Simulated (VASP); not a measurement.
A run of VASP 6.6.1 is set up as follows.

POSCAR

```
BeS
1.0
    0.0000000000      2.5662460555      2.5662460555
    2.5662460555      0.0000000000      2.5662460555
    2.5662460555      2.5662460555      0.0000000000
Be S
1 1
Direct
    0.0000000000      0.0000000000      0.0000000000
    0.2500000000      0.2500000000      0.2500000000
```

INCAR.step1

```
PREC = Accurate ; ENCUT = 520
EDIFF = 1E-5 ; ISMEAR = 0
SIGMA = 0.01 ; LREAL = F
LASPH = T ; NELM = 60
ALGO = Normal ; ISIF = 2
LWAVE = T ; LCHARG = F
NBANDS = 11 ; GGA = PE
```

INCAR.step2

```
PREC = Accurate ; ENCUT = 520
EDIFF = 1E-6 ; ISMEAR = 0
SIGMA = 0.01 ; LREAL = F
LASPH = T ; NELM = 60
ALGO = Normal ; ISIF = 2
LWAVE = F ; LCHARG = F
GGA = PE ; LHFCALC = T
HFSCREEN = 0.2079 ; PRECFOCK = Normal
NBANDS = 11 ; ISTART = 1
```

The input KPOINTS:

```
regular mesh
0
Gamma
  6 6 6
```

Potentials or basis: VASP PAW PBE potentials, release 64 (Be, S).

Launch:

```console
$ cat potpaw_PBE.64/Be/POTCAR potpaw_PBE.64/S/POTCAR > POTCAR
$ cp INCAR.step1 INCAR
$ mpirun -np 1 vasp_std > vasp.out
$ cp INCAR.step2 INCAR
$ mpirun -np 1 vasp_std > vasp.out
```

(1) Estimate the pressure.

(2) Predict the band gap on the k mesh.

## Answers

(1) -12.2 GPa.

(2) 4.37 eV, indirect (least direct gap 5.64 eV).

Caveat: the cell differs from its parent crystal (strain +5.4%); the PAW data sets were made with another functional, which shifts forces and pressure a little.
